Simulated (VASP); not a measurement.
Write the native input for VASP 6.6.1 that does the following.

| Property | Result |
| --- | --- |
| Task | single point |
| Functional | PBE |
| Potentials or basis | VASP PAW PBE potentials, release 64 (Si, Ni, Cu) |
| Cutoff | 520 eV |
| k mesh | 4 × 4 × 4 |
| Occupations | fermi-dirac, width 0.5 eV |
| Spin | no spin polarisation |
| Dipole correction | no |
| Further INCAR settings | LREAL = Auto; ALGO = Normal; EDIFF = 1e-06; NBANDS = 76 |

The structure of CuSi8Ni8 (a cell with a defect) (Cu interstitial hop) lies in POSCAR:

```
CuSi8Ni8
1.0
    0.0000000000      3.3651339800      5.7333422500
    5.1836640600      0.0000000000      5.7333422500
    5.1836640600      3.3651339800      0.0000000000
Si Ni Cu
8 8 1
Direct
    0.2467515213      0.3264474710      0.5058936973
    0.8518821411      0.8764669732      0.8534261866
    0.2599079547      0.1683068445     -0.0014011596
    0.6641195591      0.6205424545      0.6540879852
    0.1542303472      0.7473620878      0.5771027927
    0.7074177010      0.2311950253      0.0795191686
    0.3592924223      0.7475419028      0.9299186539
    0.8024752933      0.2629240382      0.4211615737
    0.2563092135      0.4503074201      0.0573823085
    0.6880711313      0.9683169903      0.4950743314
    0.2562013383      0.0436740093      0.4465576050
    0.8240320883      0.5307494093      1.0107958967
    0.0713312939      0.7793147668      0.2148935654
    0.5113726760      0.3064316335      0.7220798476
    0.4437346192      0.7135711390      0.2935620277
    0.9939591017      0.1886434196      0.7777751102
    0.7580102895      0.7458367903      0.2539506072
```

These files were run (other wordings do the same):

INCAR

```
SYSTEM = CuSi8Ni8
PREC = Accurate
ENCUT = 520
EDIFF = 1E-6
ISMEAR = -1
SIGMA = 0.5
LREAL = Auto
LASPH = .TRUE.
NELM = 80
ALGO = Normal
ISIF = 2
LWAVE = .FALSE.
LCHARG = .FALSE.
GGA = PE
NBANDS = 76
```

KPOINTS

```
regular mesh
0
G
  4 4 4
  0 0 0
```

Potentials or basis: VASP PAW PBE potentials, release 64 (Si, Ni, Cu).

The run is started by

```console
$ cat potpaw_PBE.64/Si/POTCAR potpaw_PBE.64/Ni/POTCAR potpaw_PBE.64/Cu/POTCAR > POTCAR
$ mpirun -np 1 vasp_std > vasp.out
```

It gave:

The pressure is 13.5 GPa and the largest force is 0.034 eV/Å.

Run time: 18 min on 1 thread of Intel(R) Xeon(R) 6975P-C (Granite Rapids) (shared host), peak memory 0.58 GiB.
